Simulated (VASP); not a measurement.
# MgO (P6_3mc) in VASP: single point with HSE06

Aim: the single point of MgO with HSE06.

Program: VASP 6.6.1. These are calculated values, not measurements. Logs are shortened: lines on timing, memory, paths and dates and some standing lists are left out, and cuts for length are marked.

## (1) The cell of the first run

The structure is hexagonal, space group P6_3mc (No. 186). Conventional cell: a = 3.288 Å, b = 3.288 Å, c = 5.034 Å, α = 90.00°, β = 90.00°, γ = 120.00°. Within 2.6 Å of Mg (site symmetry 3m) lie 4 O at 1.97 to 1.99 Å. Within 2.6 Å of O (site symmetry 3m) lie 4 Mg at 1.97 to 1.99 Å.

## (2) Single point, HSE06

POSCAR reads:

```
MgO
1.0
    3.2882172536      0.0000000000      0.0000000000
   -1.6441086268      2.8476796748      0.0000000000
    0.0000000000      0.0000000000      5.0343661375
Mg O
2 2
Direct
    0.3333333333      0.6666666667     -0.0098385294
    0.6666666667      0.3333333333      0.4901614706
    0.3333333333      0.6666666667      0.3848385294
    0.6666666667      0.3333333333      0.8848385294
```

INCAR.step1 reads:

```
PREC     = Accurate       # precision mode
ENCUT    = 520            # plane-wave cutoff, eV
EDIFF    = 1E-5           # SCF threshold, eV
ISMEAR   = 0              # smearing method
SIGMA    = 0.01           # smearing width, eV
LREAL    = F              # projectors in reciprocal space
LASPH    = T              # aspherical terms in the spheres
NELM     = 100            # most SCF steps
ALGO     = Normal         # electronic algorithm
ISIF     = 2              # what is computed and relaxed
LWAVE    = T              # write WAVECAR
NBANDS   = 16             # bands
GGA      = PE             # functional
ISYM     = 0            
LUSENCCL = F
```

INCAR.step2 reads:

```
PREC     = Accurate       # precision mode
ENCUT    = 520            # plane-wave cutoff, eV
EDIFF    = 1E-6           # SCF threshold, eV
ISMEAR   = 0              # smearing method
SIGMA    = 0.01           # smearing width, eV
LREAL    = F              # projectors in reciprocal space
LASPH    = T              # aspherical terms in the spheres
NELM     = 100            # most SCF steps
ALGO     = Normal         # electronic algorithm
ISIF     = 2              # what is computed and relaxed
LWAVE    = F              # write WAVECAR
LCHARG   = T              # write CHGCAR
GGA      = PE             # functional
LHFCALC  = T              # exact exchange
HFSCREEN = 0.2079         # screening, 1/A
PRECFOCK = Normal       
LELF     = T              # ELF
LVHAR    = T            
NBANDS   = 16             # bands
ISTART   = 1            
ISYM     = 0            
LUSENCCL = F
```

KPOINTS reads:

```
regular mesh
0
Gamma
  6 6 2
```

Potentials or basis: VASP PAW PBE potentials, release 64 (Mg, O).

Run with:

```
cat potpaw_PBE.64/Mg/POTCAR potpaw_PBE.64/O/POTCAR > POTCAR
cp INCAR.step1 INCAR
mpirun -np 1 vasp_std > vasp.out
cp INCAR.step2 INCAR
mpirun -np 1 vasp_std > vasp.out
```

OUTCAR:

```text
PREC = Accurate
   ENCUT = 520
   EDIFF = 1E-6
   ISMEAR = 0
   LREAL = F
   LASPH = T
   NELM = 100
   ISIF = 2
   GGA = PE
   LHFCALC = T
   HFSCREEN = 0.2079
   PRECFOCK = Normal
   ISTART = 1
   ISYM = 0

 ion  position               nearest neighbor table
   1  0.333  0.667  0.990-   4 1.97   4 1.97   4 1.97   3 1.99   2 3.15   2 3.15   2 3.15   2 3.15
                             2 3.15   2 3.15
   2  0.667  0.333  0.490-   3 1.97   3 1.97   3 1.97   4 1.99   1 3.15   1 3.15   1 3.15   1 3.15
                             1 3.15   1 3.15
   3  0.333  0.667  0.385-   2 1.97   2 1.97   2 1.97   1 1.99
   4  0.667  0.333  0.885-   1 1.97   1 1.97   1 1.97   2 1.99

IMPORTANT INFORMATION: All symmetrisations will be switched off!
NOSYMM: (Re-)initialisation of all symmetry stuff for point group C_1.

----------------------------------------------------------------------------------------

                                     Primitive cell

  volume of cell :      47.1407

  direct lattice vectors                    reciprocal lattice vectors
     3.288217254  0.000000000  0.000000000     0.304116159  0.175581546 -0.000000000
    -1.644108627  2.847679675  0.000000000     0.000000000  0.351163092  0.000000000
     0.000000000  0.000000000  5.034366138     0.000000000 -0.000000000  0.198634738

  length of vectors
     3.288217254  3.288217254  5.034366138     0.351163092  0.351163092  0.198634738

  position of ions in fractional coordinates (direct lattice)
     0.333333333  0.666666667  0.990161471
     0.666666667  0.333333333  0.490161471
     0.333333333  0.666666667  0.384838529
     0.666666667  0.333333333  0.884838529

  ion indices of the primitive-cell ions
   primitive index   ion index
                 1           1
                 2           2
                 3           3
                 4           4

----------------------------------------------------------------------------------------

 KPOINTS: regular mesh

Automatic generation of k-mesh.
 Grid dimensions read from file:
 generate k-points for:    6    6    2

 Generating k-lattice:

  Cartesian coordinates                     Fractional coordinates (reciprocal lattice)
     0.050686026  0.029263591 -0.000000000     0.166666667  0.000000000  0.000000000
     0.000000000  0.058527182  0.000000000     0.000000000  0.166666667  0.000000000
     0.000000000 -0.000000000  0.099317369     0.000000000  0.000000000  0.500000000

  Length of vectors
     0.058527182  0.058527182  0.099317369

  Shift w.r.t. Gamma in fractional coordinates (k-lattice)
     0.000000000  0.000000000  0.000000000

 Subroutine IBZKPT returns following result:
 ===========================================

 Found     40 irreducible k-points:

 Following reciprocal coordinates:
            Coordinates               Weight
  0.000000  0.000000  0.000000      1.000000
  0.166667  0.000000  0.000000      2.000000
  0.000000  0.166667  0.000000      2.000000
 -0.166667  0.166667  0.000000      2.000000
  0.333333  0.000000  0.000000      2.000000
  0.000000  0.333333  0.000000      2.000000
[... 16 lines left out ...]
  0.000000  0.166667  0.500000      2.000000
 -0.166667  0.166667  0.500000      2.000000
 [... further k-points ...]
   k-points           NKPTS =     40   k-points in BZ     NKDIM =     72   number of bands    NBANDS=     16
   number of dos      NEDOS =    301   number of ions     NIONS =      4
   total plane-waves  NPLWV =  23040
   dimension x,y,z NGX =    24 NGY =   24 NGZ =   40
   dimension x,y,z NGXF=    48 NGYF=   48 NGZF=   80
   ions per type =               2   2
   NGX,Y,Z   is equivalent  to a cutoff of  12.13, 12.13, 13.21 a.u.
   NGXF,Y,Z  is equivalent  to a cutoff of  24.27, 24.27, 26.42 a.u.
 SYSTEM =  unknown system
   PREC   = accura    normal or accurate (medium, high low for compatibility)
   ISTART =      1    job   : 0-new  1-cont  2-samecut
   ICHARG =      0    charge: 1-file 2-atom 10-const
   ISPIN  =      1    spin polarized calculation?
   LNONCOLLINEAR =      F non collinear calculations
   LSORBIT =      F    spin-orbit coupling
   LASPH  =      T    aspherical Exc in radial PAW
   ENCUT  =  520.0 eV  38.22 Ry    6.18 a.u.   6.11  6.11  9.36*2*pi/ulx,y,z
   NELM   =    100;   NELMIN=  2; NELMDL=  0     # of ELM steps
   EDIFF  = 0.1E-05   stopping-criterion for ELM
   LREAL  =      F    real-space projection
   EDIFFG = 0.1E-04   stopping-criterion for IOM
   NSW    =      0    number of steps for IOM
   IBRION =     -1    ionic relax: 0-MD 1-quasi-New 2-CG
   NFREE  =      0    steps in history (QN), initial steepest desc. (CG)
   ISIF   =      2    stress and relaxation
   ISYM   =      0    0-nonsym 1-usesym 2-fastsym
   POTIM  = 0.5000    time-step for ionic-motion
   TEBEG  =    0.0;   TEEND  =   0.0 temperature during run
   PSTRESS=    0.0 pullay stress
   NELECT =      16.0000    total number of electrons
   NUPDOWN=      -1.0000    fix difference up-down
   EMIN   =  10.00;   EMAX   =-10.00  energy-range for DOS
   EFERMI =   0.00;   METHOD = LEGACY
   ISMEAR =     0;   SIGMA  =   0.01  broadening in eV -4-tet -1-fermi 0-gaus
   EFERMI_NEDOS =   21; number of points for ismear=-14 and -15
   IALGO  =     38    algorithm
   IMIX   =      1    mixing-type and parameters
     AMIX     =   0.40;   BMIX     =  1.00
     AMIX_MAG =   1.60;   BMIX_MAG =  1.00
  volume/ion in A,a.u.               =      11.79        79.53
  Fermi-wavevector in a.u.,A,eV,Ry     =   1.141956  2.157984 17.742859  1.304063
  Thomas-Fermi vector in A             =   2.278655
   LORBIT       =      0    0 simple, 1 ext, 2 COOP (PROOUT), +10 PAW based schemes
   GGA     = PE    functional components
   LHFCALC =     T    Hartree Fock is set to
   PRECFOCK=normal    Normal, Fast or Accurate (Low or Medium for compatibility)
   ENCUT4O =  -1.0   cutoff for four orbital integrals eV
   NKREDX  =     1    reduce k-point grid by
   NKREDY  =     1    reduce k-point grid by
   NKREDZ  =     1    reduce k-point grid by
   AEXX    =    0.2500 exact exchange contribution
   HFSCREEN=    0.2079 screening length (either q_TF or 0.3 A-1)
   HFSCREENC=   0.2079 screening length for correlation (either q_TF or 0.3 A-1)
   ENCUTFOCK=  -1.0 apply spherical cutoff to Coloumb kernel
   IVDW    =     0    specifies the selected vdW correction
   LEPSILON=     F    determine dielectric tensor
   LRPA    =     F    only Hartree local field effects (RPA)
 non-spin polarized calculation
 Gauss-broadening in eV      SIGMA  =   0.01
  energy-cutoff  :      520.00
  volume of cell :       47.14
 maximum number of plane-waves:      1284
  NGX = 20; NGY = 20; NGZ = 30

 number of electron      16.0000010 magnetization

 Free energy of the ion-electron system (eV)
  ---------------------------------------------------
  ext. energy  EPLUGINS =         0.00000000
  ---------------------------------------------------
  free energy    TOTEN  =       -28.03161605 eV

  energy without entropy =      -28.03161605  energy(sigma->0) =      -28.03161605

 E-fermi :  -0.0328     XC(G=0):  -8.0354

 val. band max:       -0.1340794350   @ k =   0.0000   0.0000   0.0000
 cond. band min:       5.0059595489   @ k =   0.0000   0.0000   0.0000
 fundamental gap:      5.1400389838
 Fermi energy:        -0.0328241233

 k-point     1 :       0.0000    0.0000    0.0000
  band No.  band energies     occupation
      1     -17.8401      2.00000
      2     -17.0135      2.00000
      3      -3.5877      2.00000
      4      -0.8710      2.00000
      5      -0.8710      2.00000
      6      -0.5194      2.00000
[... 8 lines left out ...]
     15      18.5320      0.00000
     16      18.5320      0.00000

 k-point     2 :       0.1667    0.0000    0.0000
  band No.  band energies     occupation
      1     -17.6978      2.00000
      2     -16.9650      2.00000
      3      -3.3028      2.00000
      4      -1.5654      2.00000
      5      -1.1950      2.00000
      6      -1.0453      2.00000
[... 8 lines left out ...]
     15      17.5857      0.00000
     16      17.8495      0.00000

 k-point     3 :       0.0000    0.1667    0.0000
  band No.  band energies     occupation
      1     -17.6978      2.00000
      2     -16.9650      2.00000
      3      -3.3028      2.00000
      4      -1.5654      2.00000
      5      -1.1950      2.00000
      6      -1.0453      2.00000
[... 8 lines left out ...]
     15      17.5857      0.00000
     16      17.8495      0.00000

 k-point     4 :      -0.1667    0.1667    0.0000
  band No.  band energies     occupation
      1     -17.6978      2.00000
      2     -16.9650      2.00000
      3      -3.3028      2.00000
      4      -1.5654      2.00000
      5      -1.1950      2.00000
      6      -1.0453      2.00000
[... 8 lines left out ...]
     15      17.5857      0.00000
     16      17.8495      0.00000

 k-point     5 :       0.3333    0.0000    0.0000
  band No.  band energies     occupation
      1     -17.3720      2.00000
      2     -16.8951      2.00000
      3      -2.8420      2.00000
      4      -2.5605      2.00000
      5      -2.0588      2.00000
      6      -1.3237      2.00000
[... 8 lines left out ...]
     15      16.4517      0.00000
     16      17.7759      0.00000

 k-point     6 :       0.0000    0.3333    0.0000
  band No.  band energies     occupation
      1     -17.3720      2.00000
      2     -16.8951      2.00000
      3      -2.8420      2.00000
      4      -2.5605      2.00000
      5      -2.0588      2.00000
      6      -1.3237      2.00000
[... 8 lines left out ...]
     15      16.4517      0.00000
     16      17.7759      0.00000
[... 267 lines left out ...]
 k-point    21 :       0.0000    0.0000    0.5000
  band No.  band energies     occupation
      1     -17.4427      2.00000
      2     -17.4427      2.00000
      3      -2.2036      2.00000
      4      -2.2036      2.00000
      5      -0.7000      2.00000
      6      -0.7000      2.00000
[... 8 lines left out ...]
     15      16.5627      0.00000
     16      16.5627      0.00000

 k-point    22 :       0.1667    0.0000    0.5000
  band No.  band energies     occupation
      1     -17.3419      2.00000
      2     -17.3419      2.00000
      3      -2.4198      2.00000
      4      -2.4198      2.00000
      5      -0.9045      2.00000
      6      -0.9045      2.00000
[... 8 lines left out ...]
     15      16.8553      0.00000
     16      16.8553      0.00000

 k-point    23 :       0.0000    0.1667    0.5000
  band No.  band energies     occupation
      1     -17.3419      2.00000
      2     -17.3419      2.00000
      3      -2.4198      2.00000
      4      -2.4198      2.00000
      5      -0.9045      2.00000
      6      -0.9045      2.00000
[... 8 lines left out ...]
     15      16.8553      0.00000
     16      16.8553      0.00000

 k-point    24 :      -0.1667    0.1667    0.5000
  band No.  band energies     occupation
      1     -17.3419      2.00000
      2     -17.3419      2.00000
      3      -2.4198      2.00000
      4      -2.4198      2.00000
      5      -0.9045      2.00000
      6      -0.9045      2.00000
[... 8 lines left out ...]
     15      16.8553      0.00000
     16      16.8553      0.00000

 [... further k-points ...]
[... 5 lines left out ...]
  --------------------------------------------------------------------------------------
  -------------------------------------------------------------------------------------
  Total       -0.0397321     -0.0397498     -0.0208455     -0.0000153      0.0000000      0.0000000
  in kB       -1.3503803     -1.3509796     -0.7084775     -0.0005214      0.0000001      0.0000000
  external PRESSURE =      -1.1366125 kB  Pullay stress =       0.0000000 kB

 VOLUME and BASIS-vectors are now :
 -----------------------------------------------------------------------------
  energy-cutoff  :      520.00
  volume of cell :       47.14
      direct lattice vectors                 reciprocal lattice vectors
     3.288217254  0.000000000  0.000000000     0.304116159  0.175581546 -0.000000000
    -1.644108627  2.847679675  0.000000000     0.000000000  0.351163092  0.000000000
     0.000000000  0.000000000  5.034366138     0.000000000 -0.000000000  0.198634738

 POSITION                                       TOTAL-FORCE (eV/Angst)
 -----------------------------------------------------------------------------------
     -0.00000      1.89845      4.98484         0.000000     -0.000000      0.005334
      1.64411      0.94923      2.46765        -0.000000      0.000000      0.005334
     -0.00000      1.89845      1.93742        -0.000000      0.000000     -0.005334
      1.64411      0.94923      4.45460         0.000000     -0.000000     -0.005334
 -----------------------------------------------------------------------------------
    total drift:                               -0.000000     -0.000000      0.001396

  FREE ENERGIE OF THE ION-ELECTRON SYSTEM (eV)
  ---------------------------------------------------
  free  energy   TOTEN  =       -28.0316160549 eV

  energy  without entropy=      -28.0316160549  energy(sigma->0) =      -28.03161605
```

Run time: 16 min. Hardware: 1 × NVIDIA H100 80GB with 1 thread of AMD EPYC 7R13 (Zen 3), shared host; peak memory 1.2 GiB.

Results:

- Free energy: -28.0316 eV
- Pressure: -0.1 GPa
- Largest force: 0.005 eV/Å
- Band gap on the k mesh: 5.14 eV, direct

Forces in eV/Å, atoms in the order of the input:
```
Mg   0.000  0.000  0.005
Mg   0.000  0.000  0.005
O    0.000  0.000 -0.005
O    0.000  0.000 -0.005
```

Levels at points of the mesh, in eV from the valence-band top:
```tsv
k point	band 6	band 7	band 8	band 9	band 10	band 11
(0.00, 0.00, 0.00)	-0.39	-0.39	0.00	5.14	10.36	12.28
(0.50, 0.00, 0.00)	-1.31	-0.84	-0.50	9.61	9.82	11.10
(0.00, 0.50, 0.00)	-1.31	-0.84	-0.50	9.61	9.82	11.10
(0.50, 0.50, 0.00)	-1.31	-0.84	-0.50	9.61	9.82	11.10
(0.00, 0.00, 0.50)	-0.57	-0.57	-0.57	7.71	7.71	15.13
(0.50, 0.00, 0.50)	-0.93	-0.75	-0.75	9.13	9.13	12.85
(0.00, 0.50, 0.50)	-0.93	-0.75	-0.75	9.13	9.13	12.85
(0.50, 0.50, 0.50)	-0.93	-0.75	-0.75	9.13	9.13	12.85
```

Caveat: the k points lie up to 0.62 Å⁻¹ apart; the PAW data sets were made with another functional, which shifts forces and pressure a little.
